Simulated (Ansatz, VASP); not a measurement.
# Pb5Au: VASP beside Ansatz

```xyz
6
Lattice="6.1487 0.0000 0.0000 0.0000 6.1487 0.0000 0.0000 0.0000 6.0042" Properties=species:S:1:pos:R:3 pbc="T T T"
Pb    0.0000    0.0000    3.0021
Pb    3.0743    0.0000    3.0021
Pb    0.0000    3.0743    3.0021
Pb    3.0743    3.0743    1.4896
Pb    3.0743    3.0743    4.5146
Au    0.0000    0.0000    0.0000
```

Alike in both runs: functional PBE; k mesh 6 × 6 × 6; occupations gaussian, width 0.1 eV; no spin polarisation.

Ansatz relaxed the structure, and its values are those at the end. VASP's run is a single point on that final structure, the one shown.

|  | VASP | Ansatz |
| --- | --- | --- |
| version | VASP 6.6.1 | Ansatz 0.2.0 |
| potentials or method | VASP PAW PBE potentials, release 64 (Pb_d, Au), cutoff 520 eV | scalar-relativistic, plane waves, PAW |
| valence electrons in the cell | 81 | 89 |

|  | VASP | Ansatz | Ansatz less VASP |
| --- | --- | --- | --- |
| gap on the k mesh at the Fermi level (eV) | none | none | - |
| pressure (GPa) | 0.0 | 0.0 | +0.05 |

A gap of «none» marks a metal or a gap that the smearing closes. The functional is the same, so the differences come from potentials, cutoffs and numerics. VASP's potentials hold 81 valence electrons a cell and Ansatz's 89, so a difference there can come from the potentials and not from the codes.

Neither program's run includes spin-orbit coupling.
